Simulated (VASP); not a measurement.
# Sb (I4/mmm) in VASP: single point with PBEsol

Aim: the single point of Sb with PBEsol.

Program: VASP 6.6.1. These are calculated values, not measurements. Logs are shortened: lines on timing, memory, paths and dates and some standing lists are left out, and cuts for length are marked.

### 1 The cell of the first run

Symmetry: I4/mmm, No. 139, tetragonal system. Conventional cell: a = 3.423 Å, b = 3.423 Å, c = 4.553 Å, α = 90.00°, β = 90.00°, γ = 90.00°. Within 4.4 Å of Sb (site symmetry 4/mmm) lie 12 Sb at 3.32 to 3.42 Å.

### 2 Single point, PBEsol

INCAR

```
SYSTEM = Sb
PREC = Accurate
ENCUT = 500
EDIFF = 1E-6
ISMEAR = -1
SIGMA = 0.05
LREAL = .False.
LASPH = .True.
NELM = 120
ALGO = Normal
ISIF = 2
LWAVE = .False.
LCHARG = .False.
GGA = PS
NBANDS = 8
GGA_COMPAT = .False.
```

KPOINTS

```
Automatic mesh
0
Gamma
  10 10 10
  0 0 0
```

POSCAR

```
Sb
1.0
    0.0000000000      2.4201392643      2.2763928207
    2.4201392643      0.0000000000      2.2763928207
    2.4201392643      2.4201392643      0.0000000000
Sb
1
Direct
    0.0000000000      0.0000000000      0.0000000000
```

Potentials or basis: VASP PAW PBE potentials, release 64 (Sb).

Command:

```console
cat potpaw_PBE.64/Sb/POTCAR > POTCAR
mpirun -np 1 vasp_std > vasp.out
```

OUTCAR:

```text
SYSTEM = Sb
   PREC = Accurate
   ENCUT = 500
   EDIFF = 1E-6
   ISMEAR = -1
   LREAL = .False.
   LASPH = .True.
   NELM = 120
   ISIF = 2
   GGA = PS

 ion  position               nearest neighbor table
   1  0.000  0.000  0.000-

  LATTYP: Found a body centered tetragonal cell.
 ALAT       =     3.4225937704
 C/A-ratio  =     1.3302150202

  Lattice vectors:

 A1 = (   0.0000000000,  -2.4201392643,  -2.2763928207)
 A2 = (   0.0000000000,   2.4201392643,  -2.2763928207)
 A3 = (   2.4201392643,   0.0000000000,   2.2763928207)

Analysis of symmetry for initial positions (statically):
=====================================================================
 Subroutine PRICEL returns:
 Original cell was already a primitive cell.

 Routine SETGRP: Setting up the symmetry group for a
 body centered tetragonal supercell.

 Subroutine GETGRP returns: Found 16 space group operations
 (whereof 16 operations were pure point group operations)
 out of a pool of 16 trial point group operations.

The static configuration has the point symmetry D_4h.

Analysis of symmetry for dynamics (positions and initial velocities):
=====================================================================
 Subroutine PRICEL returns:
 Original cell was already a primitive cell.

 Routine SETGRP: Setting up the symmetry group for a
 body centered tetragonal supercell.

 Subroutine GETGRP returns: Found 16 space group operations
 (whereof 16 operations were pure point group operations)
 out of a pool of 16 trial point group operations.

The dynamic configuration has the point symmetry D_4h.

 Subroutine INISYM returns: Found 16 space group operations
 (whereof 16 operations are pure point group operations),
 and found     1 'primitive' translations

----------------------------------------------------------------------------------------

                                     Primitive cell

  volume of cell :      26.6660

  direct lattice vectors                    reciprocal lattice vectors
     0.000000000  2.420139264  2.276392821    -0.206599681  0.206599681  0.219645746
     2.420139264  0.000000000  2.276392821     0.206599681 -0.206599681  0.219645746
     2.420139264  2.420139264  0.000000000     0.206599681  0.206599681 -0.219645746

  length of vectors
     3.322504828  3.322504828  3.422593770     0.365528535  0.365528535  0.365528535

  position of ions in fractional coordinates (direct lattice)
     0.000000000  0.000000000  0.000000000

  ion indices of the primitive-cell ions
   primitive index   ion index
                 1           1

----------------------------------------------------------------------------------------

 KPOINTS: Automatic mesh

Automatic generation of k-mesh.
 Grid dimensions read from file:
 generate k-points for:   10   10   10

 Generating k-lattice:

  Cartesian coordinates                     Fractional coordinates (reciprocal lattice)
    -0.020659968  0.020659968  0.021964575     0.100000000  0.000000000  0.000000000
     0.020659968 -0.020659968  0.021964575     0.000000000  0.100000000  0.000000000
     0.020659968  0.020659968 -0.021964575     0.000000000  0.000000000  0.100000000

  Length of vectors
     0.036552854  0.036552854  0.036552854

  Shift w.r.t. Gamma in fractional coordinates (k-lattice)
     0.000000000  0.000000000  0.000000000

 Subroutine IBZKPT returns following result:
 ===========================================

 Found    102 irreducible k-points:

 Following reciprocal coordinates:
            Coordinates               Weight
  0.000000  0.000000  0.000000      1.000000
  0.100000  0.000000  0.000000      8.000000
  0.200000  0.000000  0.000000      8.000000
  0.300000  0.000000  0.000000      8.000000
  0.400000  0.000000  0.000000      8.000000
  0.500000 -0.000000  0.000000      4.000000
[... 16 lines left out ...]
  0.300000  0.300000  0.000000      2.000000
  0.400000  0.300000  0.000000      8.000000
 [... further k-points ...]
   k-points           NKPTS =    102   k-points in BZ     NKDIM =    102   number of bands    NBANDS=      8
   number of dos      NEDOS =    301   number of ions     NIONS =      1
   total plane-waves  NPLWV =  16128
   dimension x,y,z NGX =    24 NGY =   24 NGZ =   28
   dimension x,y,z NGXF=    48 NGYF=   48 NGZF=   56
   ions per type =               1
   NGX,Y,Z   is equivalent  to a cutoff of  12.01, 12.01, 13.60 a.u.
   NGXF,Y,Z  is equivalent  to a cutoff of  24.02, 24.02, 27.20 a.u.
 SYSTEM =  Sb
   PREC   = accura    normal or accurate (medium, high low for compatibility)
   ISTART =      0    job   : 0-new  1-cont  2-samecut
   ICHARG =      2    charge: 1-file 2-atom 10-const
   ISPIN  =      1    spin polarized calculation?
   LNONCOLLINEAR =      F non collinear calculations
   LSORBIT =      F    spin-orbit coupling
   LASPH  =      T    aspherical Exc in radial PAW
   ENCUT  =  500.0 eV  36.75 Ry    6.06 a.u.   6.06  6.06  6.24*2*pi/ulx,y,z
   NELM   =    120;   NELMIN=  2; NELMDL= -5     # of ELM steps
   EDIFF  = 0.1E-05   stopping-criterion for ELM
   LREAL  =      F    real-space projection
   EDIFFG = 0.1E-04   stopping-criterion for IOM
   NSW    =      0    number of steps for IOM
   IBRION =     -1    ionic relax: 0-MD 1-quasi-New 2-CG
   NFREE  =      0    steps in history (QN), initial steepest desc. (CG)
   ISIF   =      2    stress and relaxation
   ISYM   =      2    0-nonsym 1-usesym 2-fastsym
   POTIM  = 0.5000    time-step for ionic-motion
   TEBEG  =    0.0;   TEEND  =   0.0 temperature during run
   PSTRESS=    0.0 pullay stress
   NELECT =       5.0000    total number of electrons
   NUPDOWN=      -1.0000    fix difference up-down
   EMIN   =  10.00;   EMAX   =-10.00  energy-range for DOS
   EFERMI =   0.00;   METHOD = LEGACY
   ISMEAR =    -1;   SIGMA  =   0.05  broadening in eV -4-tet -1-fermi 0-gaus
   EFERMI_NEDOS =   21; number of points for ismear=-14 and -15
   IALGO  =     38    algorithm
   IMIX   =      4    mixing-type and parameters
     AMIX     =   0.40;   BMIX     =  1.00
     AMIX_MAG =   1.60;   BMIX_MAG =  1.00
  volume/ion in A,a.u.               =      26.67       179.95
  Fermi-wavevector in a.u.,A,eV,Ry     =   0.937013  1.770697 11.945820  0.877993
  Thomas-Fermi vector in A             =   2.064081
   LORBIT       =      0    0 simple, 1 ext, 2 COOP (PROOUT), +10 PAW based schemes
   GGA     = PS    functional components
   LHFCALC =     F    Hartree Fock is set to
   AEXX    =    0.0000 exact exchange contribution
   IVDW    =     0    specifies the selected vdW correction
   LEPSILON=     F    determine dielectric tensor
   LRPA    =     F    only Hartree local field effects (RPA)
 non-spin polarized calculation
  energy-cutoff  :      500.00
  volume of cell :       26.67
 maximum number of plane-waves:       690
   NGX = 13   NGY = 13   NGZ = 13

 number of electron       5.0000000 magnetization

 Free energy of the ion-electron system (eV)
  ---------------------------------------------------
  ext. energy  EPLUGINS =         0.00000000
  ---------------------------------------------------
  free energy    TOTEN  =        -4.30083633 eV

  energy without entropy =       -4.29425307  energy(sigma->0) =       -4.29754470

 E-fermi :   8.4885     XC(G=0): -10.3760

 val. band max:        8.4792867875   @ k =  -0.2000   0.1000   0.0000
 cond. band min:       8.4887673624   @ k =  -0.1000   0.5000   0.4000
 fundamental gap:      0.0094805748
 Fermi energy:         8.4885478626

 k-point     1 :       0.0000    0.0000    0.0000
  band No.  band energies     occupation
      1      -4.5113      2.00000
      2      13.8497      0.00000
      3      13.9122      0.00000
      4      13.9122      0.00000
      5      18.4341      0.00000
      6      18.4341      0.00000
      7      18.7986      0.00000
      8      18.8102      0.00000

 k-point     2 :       0.1000    0.0000    0.0000
  band No.  band energies     occupation
      1      -4.3113      2.00000
      2      12.1742      0.00000
      3      13.5810      0.00000
      4      13.6870      0.00000
      5      17.4808      0.00000
      6      18.8431      0.00000
      7      19.0471      0.00000
      8      20.7765      0.00000

 k-point     3 :       0.2000    0.0000    0.0000
  band No.  band energies     occupation
      1      -3.7158      2.00000
      2       9.1889      0.00000
      3      12.9103      0.00000
      4      13.2921      0.00000
      5      16.9323      0.00000
      6      18.8140      0.00000
      7      19.4232      0.00000
      8      20.6234      0.00000

 k-point     4 :       0.3000    0.0000    0.0000
  band No.  band energies     occupation
      1      -2.7488      2.00000
      2       6.2896      2.00000
      3      12.2801      0.00000
      4      12.9178      0.00000
      5      16.6449      0.00000
      6      17.9782      0.00000
      7      18.6595      0.00000
      8      20.1031      0.00000

 k-point     5 :       0.4000    0.0000    0.0000
  band No.  band energies     occupation
      1      -1.5184      2.00000
      2       3.8508      2.00000
      3      11.8573      0.00000
      4      12.6725      0.00000
      5      16.5227      0.00000
      6      17.3836      0.00000
      7      18.2039      0.00000
      8      19.0532      0.00000
[... 177 lines left out ...]
 k-point    22 :      -0.2000    0.2000    0.0000
  band No.  band energies     occupation
      1      -2.5043      2.00000
      2       7.7654      2.00000
      3       8.6822      0.04074
      4      12.3939      0.00000
      5      16.3427      0.00000
      6      19.0455      0.00000
      7      19.3519      0.00000
      8      19.8638      0.00000

 k-point    23 :       0.3000    0.3000    0.0000
  band No.  band energies     occupation
      1      -1.9464      2.00000
      2       8.3659      1.84169
      3       9.6152      0.00000
      4       9.6152      0.00000
      5      13.7120      0.00000
      6      14.2862      0.00000
      7      23.8103      0.00000
      8      23.8321      0.00000

 k-point    24 :       0.4000    0.3000    0.0000
  band No.  band energies     occupation
      1      -0.9506      2.00000
      2       6.5645      2.00000
      3       8.7326      0.01506
      4       9.2037      0.00000
      5      13.4074      0.00000
      6      14.4759      0.00000
      7      22.9422      0.00000
      8      23.7957      0.00000

 [... further k-points ...]
[... 5 lines left out ...]
  --------------------------------------------------------------------------------------
  -------------------------------------------------------------------------------------
  Total       -0.1251455     -0.1251455     -0.3832433      0.0000000     -0.0000000      0.0000000
  in kB       -7.5191362     -7.5191362    -23.0264659      0.0000000     -0.0000000      0.0000000
  external PRESSURE =     -12.6882461 kB  Pullay stress =       0.0000000 kB

 VOLUME and BASIS-vectors are now :
 -----------------------------------------------------------------------------
  energy-cutoff  :      500.00
  volume of cell :       26.67
      direct lattice vectors                 reciprocal lattice vectors
     0.000000000  2.420139264  2.276392821    -0.206599681  0.206599681  0.219645746
     2.420139264  0.000000000  2.276392821     0.206599681 -0.206599681  0.219645746
     2.420139264  2.420139264  0.000000000     0.206599681  0.206599681 -0.219645746

 POSITION                                       TOTAL-FORCE (eV/Angst)
 -----------------------------------------------------------------------------------
      0.00000      0.00000      0.00000        -0.000000      0.000000      0.000000
 -----------------------------------------------------------------------------------
    total drift:                                0.000000      0.000000      0.000000

  FREE ENERGIE OF THE ION-ELECTRON SYSTEM (eV)
  ---------------------------------------------------
  free  energy   TOTEN  =        -4.3008363266 eV

  energy  without entropy=       -4.2942530694  energy(sigma->0) =       -4.29754470
```

Run time: 9.4 s. Hardware: 1 thread of Intel Xeon Platinum 8375C at 2.90GHz (Ice Lake), shared host; peak memory 0.15 GiB.

Results:

* Free energy: -4.3008 eV
* Pressure: -1.3 GPa

Stress tensor (GPa, compression positive):
```
-0.75  0.00  0.00
 0.00 -0.75  0.00
 0.00  0.00 -2.30
```

Caveat: the PAW data sets were made with another functional, which shifts forces and pressure a little; spin-orbit coupling is left out, which moves the levels of the heavy elements.
